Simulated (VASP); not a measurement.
Crystal: CoO.

```
Co O
1.0
     1.60222    0.92504    5.13294
    -1.60222    0.92504    5.13294
     0.00000   -1.85008    5.13294
Co O
2 2
Direct
  0.99949 0.99949 0.99949
  0.49949 0.49949 0.49949
  0.37550 0.37550 0.37550
  0.87552 0.87552 0.87552
```

Program: VASP 6.6.1. Alike in all runs: task single point; spin collinear, ferromagnetic start; cell as given; k mesh 8 × 8 × 8; cutoff (eV) 520; smearing methfessel-paxton 0.1 eV.

**Question.** Order these runs on this cell by their pressure, lowest first.
A. level LDA; potentials or basis VASP PAW LDA potentials, release 64 (Co, O)
B. level PBEsol; potentials or basis VASP PAW PBE potentials, release 64 (Co, O)
C. level BLYP; potentials or basis VASP PAW PBE potentials, release 64 (Co, O)

**Answer.** A (-17.9 GPa), B (-7.8 GPa), C (5.7 GPa).

Caveats: the PAW data sets were made with another functional, which shifts forces and pressure a little (some runs).
